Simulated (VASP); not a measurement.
# Ni in VASP: notebook, part 2 of 2

VASP 6.6.1. Earlier steps stand in the parts before.

## 3. Relaxation of cell and atoms, RPBE, collinear spin, antiferromagnetic start

This run uses another cell than the first one, of 10.94 Å³/atom.

The input, INCAR:

```
SYSTEM = Ni
PREC     = Accurate       ! precision mode
ENCUT    = 600            ! plane-wave cutoff, eV
EDIFF    = 1E-6           ! SCF threshold, eV
ISMEAR   = -1             ! smearing method
SIGMA    = 0.05           ! smearing width, eV
LREAL    = .FALSE.        ! projectors in reciprocal space
LASPH    = .TRUE.         ! aspherical terms in the spheres
NELM     = 150            ! most SCF steps
ALGO     = Normal         ! electronic algorithm
ISIF     = 3              ! what is computed and relaxed
LWAVE    = .FALSE.        ! write WAVECAR
LCHARG   = .FALSE.        ! write CHGCAR
ISPIN    = 2              ! spin polarisation
MAGMOM   = 0.8 -0.8       ! initial moments
LORBIT   = 11             ! projections on sites
LMAXMIX  = 4              ! l up to which the mixer works
GGA      = RP             ! functional
IBRION   = 2              ! ionic algorithm
NSW      = 80             ! ionic steps
EDIFFG   = -0.01          ! ionic threshold
```

The input, KPOINTS:

```
Automatic mesh
0
G
  13 13 9
  0 0 0
```

The input, POSCAR:

```
Ni
1.0
    2.4917594441      0.0000000000      0.0000000000
    0.0000000000      2.4917594441      0.0000000000
    0.0000000000      0.0000000000      3.5238800000
Ni
2
Direct
    0.0000000000      0.0000000000      0.0000000000
    0.5000000000      0.5000000000      0.5000000000
```

Potentials or basis: VASP PAW PBE potentials, release 64 (Ni).

Started as:

```
cat potpaw_PBE.64/Ni/POTCAR > POTCAR
mpirun -np 1 vasp_std > vasp.out
```

OUTCAR:

```text
SYSTEM = Ni
   PREC = Accurate
   ENCUT = 600
   EDIFF = 1E-6
   ISMEAR = -1
   LREAL = .FALSE.
   LASPH = .TRUE.
   NELM = 150
   ISIF = 3
   ISPIN = 2
   LORBIT = 11
   GGA = RP
   IBRION = 2
   NSW = 80
   EDIFFG = -0.01

 ion  position               nearest neighbor table
   1  0.000  0.000  0.000-   2 2.49   2 2.49   2 2.49   2 2.49   2 2.49   2 2.49   2 2.49   2 2.49

   2  0.500  0.500  0.500-   1 2.49   1 2.49   1 2.49   1 2.49   1 2.49   1 2.49   1 2.49   1 2.49

  LATTYP: Found a simple tetragonal cell.
 ALAT       =     2.4917594441
 C/A-ratio  =     1.4142135624

  Lattice vectors:

 A1 = (   2.4917594441,   0.0000000000,   0.0000000000)
 A2 = (   0.0000000000,   2.4917594441,   0.0000000000)
 A3 = (   0.0000000000,   0.0000000000,   3.5238800000)

Analysis of symmetry for initial positions (statically):
=====================================================================
 Subroutine PRICEL returns following result:

  LATTYP: Found a face centered cubic cell.
 ALAT       =     3.5238800000
[... 12 lines left out ...]
 Subroutine GETGRP returns: Found 16 space group operations
 (whereof 16 operations were pure point group operations)
 out of a pool of 16 trial point group operations.

The static configuration has the point symmetry D_4h.

Analysis of symmetry for dynamics (positions and initial velocities):
=====================================================================
 Subroutine PRICEL returns following result:

  LATTYP: Found a face centered cubic cell.
 ALAT       =     3.5238800000
[... 12 lines left out ...]
 Subroutine GETGRP returns: Found 16 space group operations
 (whereof 16 operations were pure point group operations)
 out of a pool of 16 trial point group operations.

The dynamic configuration has the point symmetry D_4h.

Analysis of structural, dynamic, and magnetic symmetry:
=====================================================================
 Subroutine PRICEL returns following result:

  LATTYP: Found a face centered cubic cell.
 ALAT       =     3.5238800000
[... 12 lines left out ...]
 Subroutine GETGRP returns: Found 16 space group operations
 (whereof 16 operations were pure point group operations)
 out of a pool of 16 trial point group operations.

The overall configuration has the point symmetry D_4h.

 Subroutine INISYM returns: Found 16 space group operations
 (whereof 16 operations are pure point group operations),
 and found     2 'primitive' translations

----------------------------------------------------------------------------------------

                                     Primitive cell

  volume of cell :      10.9396

  direct lattice vectors                    reciprocal lattice vectors
    -1.245879722 -1.245879722 -1.761940000    -0.401322849 -0.000000000 -0.283778108
     1.245879722 -1.245879722 -1.761940000     0.401322849 -0.000000000 -0.283778108
     0.000000000 -2.491759444  0.000000000     0.000000000 -0.401322849  0.283778108

  length of vectors
     2.491759444  2.491759444  2.491759444     0.491518102  0.491518102  0.491518102

  position of ions in fractional coordinates (direct lattice)
     0.000000000  0.000000000  0.000000000

  ion indices of the primitive-cell ions
   primitive index   ion index
                 1           1

----------------------------------------------------------------------------------------

 KPOINTS: Automatic mesh

Automatic generation of k-mesh.
[... 70 lines left out ...]
   IBRION =      2    ionic relax: 0-MD 1-quasi-New 2-CG
   NFREE  =      1    steps in history (QN), initial steepest desc. (CG)
   ISIF   =      3    stress and relaxation
   ISYM   =      2    0-nonsym 1-usesym 2-fastsym
   POTIM  = 0.5000    time-step for ionic-motion
   TEBEG  =    0.0;   TEEND  =   0.0 temperature during run
   PSTRESS=    0.0 pullay stress
   NELECT =      20.0000    total number of electrons
   NUPDOWN=      -1.0000    fix difference up-down
   EMIN   =  10.00;   EMAX   =-10.00  energy-range for DOS
   EFERMI =   0.00;   METHOD = LEGACY
   ISMEAR =    -1;   SIGMA  =   0.05  broadening in eV -4-tet -1-fermi 0-gaus
   EFERMI_NEDOS =   21; number of points for ismear=-14 and -15
   IALGO  =     38    algorithm
   IMIX   =      4    mixing-type and parameters
     AMIX     =   0.40;   BMIX     =  1.00
     AMIX_MAG =   1.60;   BMIX_MAG =  1.00
  volume/ion in A,a.u.               =      10.94        73.82
  Fermi-wavevector in a.u.,A,eV,Ry     =   1.588816  3.002428 34.345698  2.524338
  Thomas-Fermi vector in A             =   2.687762
   LORBIT       =     11    0 simple, 1 ext, 2 COOP (PROOUT), +10 PAW based schemes
   GGA     = RP    functional components
   LHFCALC =     F    Hartree Fock is set to
   AEXX    =    0.0000 exact exchange contribution
   IVDW    =     0    specifies the selected vdW correction
   LEPSILON=     F    determine dielectric tensor
   LRPA    =     F    only Hartree local field effects (RPA)
 conjugate gradient relaxation of ions
 spin polarized calculation
  energy-cutoff  :      600.00
  volume of cell :       21.88
 maximum number of plane-waves:       748
 NGX is ok and might be reduce to    20
   NGX =  9   NGY =  9   NGZ = 15

--------------------------------------- Ionic step        1  -------------------------------------------

 number of electron      19.9999989 magnetization      -0.0000000

 number of electron      19.9999989 magnetization       0.0000000

 Free energy of the ion-electron system (eV)
  ---------------------------------------------------
  ext. energy  EPLUGINS =         0.00000000
  ---------------------------------------------------
  free energy    TOTEN  =        -9.80354792 eV

  energy without entropy =       -9.74891119  energy(sigma->0) =       -9.77622956

------------------------ aborting loop because EDIFF is reached ----------------------------------------

  FORCE on cell =-STRESS in cart. coord.  units (eV):
  Direction    XX          YY          ZZ          XY          YZ          ZX
  --------------------------------------------------------------------------------------
  -------------------------------------------------------------------------------------
  Total        0.5082643      0.5082643      0.5072153      0.0000000      0.0000000      0.0000000
  in kB       37.2191880     37.2191880     37.1423664      0.0000000      0.0000000      0.0000000
  external PRESSURE =      37.1935808 kB  Pullay stress =       0.0000000 kB
[... 63 lines left out ...]
 number of electron      19.9999989 magnetization      -0.0000000

 number of electron      19.9999990 magnetization       0.0000000

 Free energy of the ion-electron system (eV)
  ---------------------------------------------------
  ext. energy  EPLUGINS =         0.00000000
  ---------------------------------------------------
  free energy    TOTEN  =        -9.80851383 eV

  energy without entropy =       -9.75382024  energy(sigma->0) =       -9.78116704

 E-fermi :   8.9867     XC(G=0): -12.9806

 val. band max:        8.9851543904   @ k =   0.4615   0.4615   0.0000
 cond. band min:       8.9895929912   @ k =   0.3077   0.1538   0.0000
 fundamental gap:      0.0044386009
 Fermi energy:         8.9867031190

 spin component 1

 k-point     1 :       0.0000    0.0000    0.0000
  band No.  band energies     occupation
      1       0.3241      1.00000
      2       4.8607      1.00000
      3       5.4316      1.00000
      4       7.2055      1.00000
      5       7.2055      1.00000
      6       7.2168      1.00000
      7       8.2529      1.00000
      8       8.2553      1.00000
      9       8.9494      0.67820
     10       9.1446      0.04076
     11       9.1446      0.04076
     12      11.5898      0.00000
     13      18.3020      0.00000
     14      23.7972      0.00000
[... 379 lines left out ...]
      3       5.8161      1.00000
      4       5.8601      1.00000
      5       7.4517      1.00000
      6       8.0682      1.00000
      7       8.4869      0.99995
      8       8.6139      0.99942
      9       8.7313      0.99398
     10       9.0489      0.22382
     11       9.1049      0.08602
     12      13.6870      0.00000
     13      19.2879      0.00000
     14      19.9420      0.00000

 [... further k-points ...]

 spin component 2

 k-point     1 :       0.0000    0.0000    0.0000
  band No.  band energies     occupation
      1       0.3241      1.00000
      2       4.8607      1.00000
      3       5.4316      1.00000
      4       7.2055      1.00000
      5       7.2055      1.00000
      6       7.2168      1.00000
      7       8.2529      1.00000
      8       8.2553      1.00000
      9       8.9494      0.67820
     10       9.1446      0.04076
     11       9.1446      0.04076
     12      11.5898      0.00000
     13      18.3020      0.00000
     14      23.7972      0.00000
[... 420 lines left out ...]
  FREE ENERGIE OF THE ION-ELECTRON SYSTEM (eV)
  ---------------------------------------------------
  free  energy   TOTEN  =        -9.8085138340 eV

  energy  without entropy=       -9.7538202447  energy(sigma->0) =       -9.78116704

 reached required accuracy - stopping structural energy minimisation

 total charge

# of ion       s       p       d       tot
------------------------------------------
    1        0.481   0.470   8.311   9.262
    2        0.481   0.470   8.311   9.262
--------------------------------------------------
tot          0.962   0.939  16.622  18.523

 magnetization (x)

# of ion       s       p       d       tot
------------------------------------------
    1       -0.000   0.002   0.142   0.143
    2        0.000  -0.002  -0.142  -0.143
--------------------------------------------------
tot          0.000   0.000   0.000   0.000
```

Run time: 5.8 min. Hardware: 1 thread of Intel Xeon 8259CL, shared host; peak memory 0.21 GiB.

What came out:

```yaml
Free_energy: -9.8085 eV
Relaxed_volume: 11.16 Å³/atom
Relaxed_cell: a = 2.508 Å, b = 2.508 Å, c = 3.547 Å, α = 90.00°, β = 90.00°, γ = 90.00°
Space_group_after_relaxing_to_0.1_Å: Fm-3m (No. 225)
Energy_gained_by_relaxing: 2.5 meV/atom
Ionic_steps: 3
Pressure_after_relaxing: 0.0 GPa
Band_gap_on_the_k_mesh: zero (filled and empty bands overlap)
Net_moment: 0.00 μB per cell
Site_moments: Ni +0.14, -0.14 μB
Valence_electrons_inside_the_program's_atomic_spheres: Ni 9.26
```

Step by step:
| step | energy change (eV) | largest force (eV/Å) | pressure (GPa) | volume (Å³) |
| --- | --- | --- | --- | --- |
| 1 | 0.0000 | 0.0000 | 3.72 | 21.88 |
| 2 | -0.0016 | 0.0000 | -2.82 | 22.69 |
| 3 | -0.0050 | 0.0000 | -0.03 | 22.32 |

Final structure:
```
Ni
1.0
     2.50826    0.00000    0.00000
     0.00000    2.50826    0.00000
     0.00000    0.00000    3.54717
Ni
2
Direct
  0.00000 0.00000 0.00000
  0.50000 0.50000 0.50000
```

Caveat: the PAW data sets were made with another functional, which shifts forces and pressure a little.
